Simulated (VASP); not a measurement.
# NaH (Pm-3m) in VASP: single point with LDA

Aim: the single point of NaH with LDA.

Everything below comes from runs of VASP 6.6.1. Logs are shortened: lines on timing, memory, paths and dates and some standing lists are left out, and cuts for length are marked.

## Step 1: The cell of the first run

Symmetry: Pm-3m, No. 221, cubic system. Conventional cell: a = 2.815 Å, b = 2.815 Å, c = 2.815 Å, α = 90.00°, β = 90.00°, γ = 90.00°. Na (site symmetry m-3m) has 8 H at 2.44 Å and 6 Na at 2.81 Å within 3.2 Å. H (site symmetry m-3m) has 8 Na at 2.44 Å and 6 H at 2.81 Å within 3.2 Å.

## Step 2: Single point, LDA (11.15 Å³/atom)

INCAR

```
PREC     = Accurate       # precision mode
ENCUT    = 520            # plane-wave cutoff, eV
EDIFF    = 1E-6           # SCF threshold, eV
ISMEAR   = 0              # smearing method
SIGMA    = 0.02           # smearing width, eV
LREAL    = False          # projectors in reciprocal space
LASPH    = True           # aspherical terms in the spheres
NELM     = 100            # most SCF steps
ALGO     = Normal         # electronic algorithm
ISIF     = 2              # what is computed and relaxed
LWAVE    = False          # write WAVECAR
LCHARG   = True           # write CHGCAR
GGA      = CA             # functional
LELF     = True           # ELF
LVHAR    = True         
NBANDS   = 11             # bands
```

KPOINTS

```
regular mesh
0
Gamma
  12 12 12
```

POSCAR

```
NaH
1.0
    2.8148000000      0.0000000000      0.0000000000
    0.0000000000      2.8148000000      0.0000000000
    0.0000000000      0.0000000000      2.8148000000
Na H
1 1
Direct
    0.0000000000      0.0000000000      0.0000000000
    0.5000000000      0.5000000000      0.5000000000
```

Potentials or basis: VASP PAW LDA potentials, release 64 (Na_pv, H).

Launch:

```bash
$ cat potpaw_LDA.64/Na_pv/POTCAR potpaw_LDA.64/H/POTCAR > POTCAR
$ mpirun -np 1 vasp_std > vasp.out
```

OUTCAR:

```text
PREC = Accurate
   ENCUT = 520
   EDIFF = 1E-6
   ISMEAR = 0
   LREAL = False
   LASPH = True
   NELM = 100
   ISIF = 2
   GGA = CA

 ion  position               nearest neighbor table
   1  0.000  0.000  0.000-
   2  0.500  0.500  0.500-

  LATTYP: Found a simple cubic cell.
 ALAT       =     2.8148000000

  Lattice vectors:

 A1 = (   2.8148000000,   0.0000000000,   0.0000000000)
 A2 = (   0.0000000000,   2.8148000000,   0.0000000000)
 A3 = (   0.0000000000,   0.0000000000,   2.8148000000)

Analysis of symmetry for initial positions (statically):
=====================================================================
 Subroutine PRICEL returns:
 Original cell was already a primitive cell.

 Routine SETGRP: Setting up the symmetry group for a
 simple cubic supercell.

 Subroutine GETGRP returns: Found 48 space group operations
 (whereof 48 operations were pure point group operations)
 out of a pool of 48 trial point group operations.

The static configuration has the point symmetry O_h .

Analysis of symmetry for dynamics (positions and initial velocities):
=====================================================================
 Subroutine PRICEL returns:
 Original cell was already a primitive cell.

 Routine SETGRP: Setting up the symmetry group for a
 simple cubic supercell.

 Subroutine GETGRP returns: Found 48 space group operations
 (whereof 48 operations were pure point group operations)
 out of a pool of 48 trial point group operations.

The dynamic configuration has the point symmetry O_h .

 Subroutine INISYM returns: Found 48 space group operations
 (whereof 48 operations are pure point group operations),
 and found     1 'primitive' translations

----------------------------------------------------------------------------------------

                                     Primitive cell

  volume of cell :      22.3019

  direct lattice vectors                    reciprocal lattice vectors
     2.814800000  0.000000000  0.000000000     0.355265028  0.000000000  0.000000000
     0.000000000  2.814800000  0.000000000     0.000000000  0.355265028  0.000000000
     0.000000000  0.000000000  2.814800000     0.000000000  0.000000000  0.355265028

  length of vectors
     2.814800000  2.814800000  2.814800000     0.355265028  0.355265028  0.355265028

  position of ions in fractional coordinates (direct lattice)
     0.000000000  0.000000000  0.000000000
     0.500000000  0.500000000  0.500000000

  ion indices of the primitive-cell ions
   primitive index   ion index
                 1           1
                 2           2

----------------------------------------------------------------------------------------

 KPOINTS: regular mesh

Automatic generation of k-mesh.
 Grid dimensions read from file:
 generate k-points for:   12   12   12

 Generating k-lattice:

  Cartesian coordinates                     Fractional coordinates (reciprocal lattice)
     0.029605419  0.000000000  0.000000000     0.083333333  0.000000000  0.000000000
     0.000000000  0.029605419  0.000000000     0.000000000  0.083333333  0.000000000
     0.000000000  0.000000000  0.029605419     0.000000000  0.000000000  0.083333333

  Length of vectors
     0.029605419  0.029605419  0.029605419

  Shift w.r.t. Gamma in fractional coordinates (k-lattice)
     0.000000000  0.000000000  0.000000000

 Subroutine IBZKPT returns following result:
 ===========================================

 Found     84 irreducible k-points:

 Following reciprocal coordinates:
            Coordinates               Weight
  0.000000  0.000000  0.000000      1.000000
  0.083333  0.000000  0.000000      6.000000
  0.166667  0.000000  0.000000      6.000000
  0.250000  0.000000  0.000000      6.000000
  0.333333  0.000000  0.000000      6.000000
  0.416667  0.000000  0.000000      6.000000
[... 16 lines left out ...]
  0.333333  0.333333  0.000000     12.000000
  0.416667  0.333333  0.000000     24.000000
 [... further k-points ...]
   k-points           NKPTS =     84   k-points in BZ     NKDIM =     84   number of bands    NBANDS=     11
   number of dos      NEDOS =    301   number of ions     NIONS =      2
   total plane-waves  NPLWV =  13824
   dimension x,y,z NGX =    24 NGY =   24 NGZ =   24
   dimension x,y,z NGXF=    48 NGYF=   48 NGZF=   48
   ions per type =               1   1
   NGX,Y,Z   is equivalent  to a cutoff of  14.17, 14.17, 14.17 a.u.
   NGXF,Y,Z  is equivalent  to a cutoff of  28.35, 28.35, 28.35 a.u.
 SYSTEM =  unknown system
   PREC   = accura    normal or accurate (medium, high low for compatibility)
   ISTART =      0    job   : 0-new  1-cont  2-samecut
   ICHARG =      2    charge: 1-file 2-atom 10-const
   ISPIN  =      1    spin polarized calculation?
   LNONCOLLINEAR =      F non collinear calculations
   LSORBIT =      F    spin-orbit coupling
   LASPH  =      T    aspherical Exc in radial PAW
   ENCUT  =  520.0 eV  38.22 Ry    6.18 a.u.   5.23  5.23  5.23*2*pi/ulx,y,z
   NELM   =    100;   NELMIN=  2; NELMDL= -5     # of ELM steps
   EDIFF  = 0.1E-05   stopping-criterion for ELM
   LREAL  =      F    real-space projection
   EDIFFG = 0.1E-04   stopping-criterion for IOM
   NSW    =      0    number of steps for IOM
   IBRION =     -1    ionic relax: 0-MD 1-quasi-New 2-CG
   NFREE  =      0    steps in history (QN), initial steepest desc. (CG)
   ISIF   =      2    stress and relaxation
   ISYM   =      2    0-nonsym 1-usesym 2-fastsym
   POTIM  = 0.5000    time-step for ionic-motion
   TEBEG  =    0.0;   TEEND  =   0.0 temperature during run
   PSTRESS=    0.0 pullay stress
   NELECT =       8.0000    total number of electrons
   NUPDOWN=      -1.0000    fix difference up-down
   EMIN   =  10.00;   EMAX   =-10.00  energy-range for DOS
   EFERMI =   0.00;   METHOD = LEGACY
   ISMEAR =     0;   SIGMA  =   0.02  broadening in eV -4-tet -1-fermi 0-gaus
   EFERMI_NEDOS =   21; number of points for ismear=-14 and -15
   IALGO  =     38    algorithm
   IMIX   =      4    mixing-type and parameters
     AMIX     =   0.40;   BMIX     =  1.00
     AMIX_MAG =   1.60;   BMIX_MAG =  1.00
  volume/ion in A,a.u.               =      11.15        75.25
  Fermi-wavevector in a.u.,A,eV,Ry     =   1.163208  2.198144 18.409394  1.353052
  Thomas-Fermi vector in A             =   2.299760
   LORBIT       =      0    0 simple, 1 ext, 2 COOP (PROOUT), +10 PAW based schemes
   GGA     = CA    functional components
   LHFCALC =     F    Hartree Fock is set to
   AEXX    =    0.0000 exact exchange contribution
   IVDW    =     0    specifies the selected vdW correction
   LEPSILON=     F    determine dielectric tensor
   LRPA    =     F    only Hartree local field effects (RPA)
 non-spin polarized calculation
 Gauss-broadening in eV      SIGMA  =   0.02
  energy-cutoff  :      520.00
  volume of cell :       22.30
 maximum number of plane-waves:       624
 NGX is ok and might be reduce to    24
   NGX = 11   NGY = 11   NGZ = 11

 number of electron       7.9999990 magnetization

 Free energy of the ion-electron system (eV)
  ---------------------------------------------------
  ext. energy  EPLUGINS =         0.00000000
  ---------------------------------------------------
  free energy    TOTEN  =        -5.09940728 eV

  energy without entropy =       -5.09940728  energy(sigma->0) =       -5.09940728

 E-fermi :   2.2200     XC(G=0):  -9.1756

 val. band max:        2.1267375451   @ k =   0.5000   0.5000   0.5000
 cond. band min:       2.6727179498   @ k =   0.5000   0.0000   0.0000
 fundamental gap:      0.5459804047
 Fermi energy:         2.2199840431

 k-point     1 :       0.0000    0.0000    0.0000
  band No.  band energies     occupation
      1     -22.6584      2.00000
      2     -22.6584      2.00000
      3     -22.6584      2.00000
      4      -4.7990      2.00000
      5      11.8764      0.00000
      6      13.1150      0.00000
      7      13.1150      0.00000
      8      15.2329      0.00000
      9      15.2329      0.00000
     10      15.2329      0.00000
     11      29.2741      0.00000

 k-point     2 :       0.0833    0.0000    0.0000
  band No.  band energies     occupation
      1     -22.6779      2.00000
      2     -22.6567      2.00000
      3     -22.6567      2.00000
      4      -4.6741      2.00000
      5      10.8515      0.00000
      6      12.5487      0.00000
      7      13.2406      0.00000
      8      15.3161      0.00000
      9      15.3161      0.00000
     10      17.1118      0.00000
     11      28.0881      0.00000

 k-point     3 :       0.1667    0.0000    0.0000
  band No.  band energies     occupation
      1     -22.7309      2.00000
      2     -22.6521      2.00000
      3     -22.6521      2.00000
      4      -4.3071      2.00000
      5       8.6509      0.00000
      6      12.7144      0.00000
      7      13.6154      0.00000
      8      15.5620      0.00000
      9      15.5620      0.00000
     10      19.9867      0.00000
     11      26.1635      0.00000

 k-point     4 :       0.2500    0.0000    0.0000
  band No.  band energies     occupation
      1     -22.8026      2.00000
      2     -22.6458      2.00000
      3     -22.6458      2.00000
      4      -3.7242      2.00000
      5       6.5264      0.00000
      6      13.0898      0.00000
      7      14.2310      0.00000
      8      15.9565      0.00000
      9      15.9565      0.00000
     10      23.0482      0.00000
     11      24.1436      0.00000
[... 239 lines left out ...]
 k-point    22 :       0.5000    0.2500    0.0000
  band No.  band energies     occupation
      1     -22.9169      2.00000
      2     -22.7629      2.00000
      3     -22.6218      2.00000
      4      -1.1407      2.00000
      5       3.8697      0.00000
      6       9.3845      0.00000
      7      12.9749      0.00000
      8      16.9320      0.00000
      9      18.3730      0.00000
     10      21.3330      0.00000
     11      22.1113      0.00000

 k-point    23 :       0.3333    0.3333    0.0000
  band No.  band energies     occupation
      1     -22.8448      2.00000
      2     -22.8322      2.00000
      3     -22.6219      2.00000
      4      -1.4848      2.00000
      5       6.0372      0.00000
      6       7.0240      0.00000
      7      12.9773      0.00000
      8      16.9354      0.00000
      9      18.0889      0.00000
     10      22.5398      0.00000
     11      23.5156      0.00000

 k-point    24 :       0.4167    0.3333    0.0000
  band No.  band energies     occupation
      1     -22.8864      2.00000
      2     -22.8298      2.00000
      3     -22.6176      2.00000
      4      -0.9134      2.00000
      5       5.1793      0.00000
      6       7.3966      0.00000
      7      11.8277      0.00000
      8      17.1646      0.00000
      9      18.8452      0.00000
     10      21.8733      0.00000
     11      23.2434      0.00000

 [... further k-points ...]

------------------------ aborting loop because EDIFF is reached ----------------------------------------

  FORCE on cell =-STRESS in cart. coord.  units (eV):
  Direction    XX          YY          ZZ          XY          YZ          ZX
  --------------------------------------------------------------------------------------
  -------------------------------------------------------------------------------------
  Total        0.2604149      0.2604149      0.2604149      0.0000000      0.0000000     -0.0000000
  in kB       18.7082740     18.7082740     18.7082740      0.0000000      0.0000000     -0.0000000
  external PRESSURE =      18.7082740 kB  Pullay stress =       0.0000000 kB

 VOLUME and BASIS-vectors are now :
 -----------------------------------------------------------------------------
  energy-cutoff  :      520.00
  volume of cell :       22.30
      direct lattice vectors                 reciprocal lattice vectors
     2.814800000  0.000000000  0.000000000     0.355265028  0.000000000  0.000000000
     0.000000000  2.814800000  0.000000000     0.000000000  0.355265028  0.000000000
     0.000000000  0.000000000  2.814800000     0.000000000  0.000000000  0.355265028

 POSITION                                       TOTAL-FORCE (eV/Angst)
 -----------------------------------------------------------------------------------
      0.00000      0.00000      0.00000         0.000000      0.000000      0.000000
      1.40740      1.40740      1.40740         0.000000      0.000000      0.000000
 -----------------------------------------------------------------------------------
    total drift:                                0.000000      0.000000      0.000000

  FREE ENERGIE OF THE ION-ELECTRON SYSTEM (eV)
  ---------------------------------------------------
  free  energy   TOTEN  =        -5.0994072792 eV

  energy  without entropy=       -5.0994072792  energy(sigma->0) =       -5.09940728
```

Wall time 4.7 s (1 thread of Intel Xeon 6975P-C (Granite Rapids), shared host); peak memory 0.13 GiB.

Results:

| Property | Result |
| --- | --- |
| Free energy | -5.0994 eV |
| Pressure | 1.9 GPa |
| Band gap on the k mesh | 0.55 eV (least direct gap 4.55 eV) |

Levels at points of the mesh, in eV from the valence-band top:
```tsv
k point	band 2	band 3	band 4	band 5	band 6	band 7
(0.00, 0.00, 0.00)	-24.79	-24.79	-6.93	9.75	10.99	10.99
(0.50, 0.00, 0.00)	-24.76	-24.76	-4.01	0.55	11.86	14.46
(0.50, 0.50, 0.00)	-25.02	-24.74	-2.14	4.06	4.06	6.98
(0.50, 0.50, 0.50)	-24.98	-24.98	0.00	6.67	6.67	6.67
```
